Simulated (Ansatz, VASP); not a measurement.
Si4C5 in VASP and in Ansatz

```
C Si
1.0
     3.09201    0.00000    0.00000
    -1.54601    2.67776    0.00000
     0.00000    0.00000   25.23371
C Si
5 4
Direct
  0.33333 0.66667 0.15852
  0.66667 0.33333 0.25905
  0.33333 0.66667 0.36079
  0.66667 0.33333 0.46236
  0.33333 0.66667 0.58112
  0.66667 0.33333 0.18348
  0.33333 0.66667 0.28401
  0.66667 0.33333 0.38429
  0.33333 0.66667 0.48482
```

Alike in both runs: task single point; functional PBE; k mesh 9 × 9 × 1; occupations gaussian, width 0.05 eV; collinear spin.

|  | VASP | Ansatz |
| --- | --- | --- |
| version | VASP 6.6.1 | Ansatz 0.2.0 |
| potentials or method | VASP PAW PBE potentials, release 64 (C, Si), cutoff 520 eV | scalar-relativistic, plane waves, PAW |
| valence electrons in the cell | 36 | 36 |

|  | VASP | Ansatz | Ansatz less VASP |
| --- | --- | --- | --- |
| gap on the k mesh at the Fermi level (eV) | none | none | - |
| rms of the force components (eV/Å) | 1.034 | 1.030 | -0.0034 |
| net moment per atom (μB) | 0.08 | 0.14 | +0.061 |
| size of the moment on the site where the two differ most (μB) | 0.10 | 0.20 | +0.093 |

Site moments also hang on the region over which each program counts them. A gap of «none» marks a metal or a gap that the smearing closes.
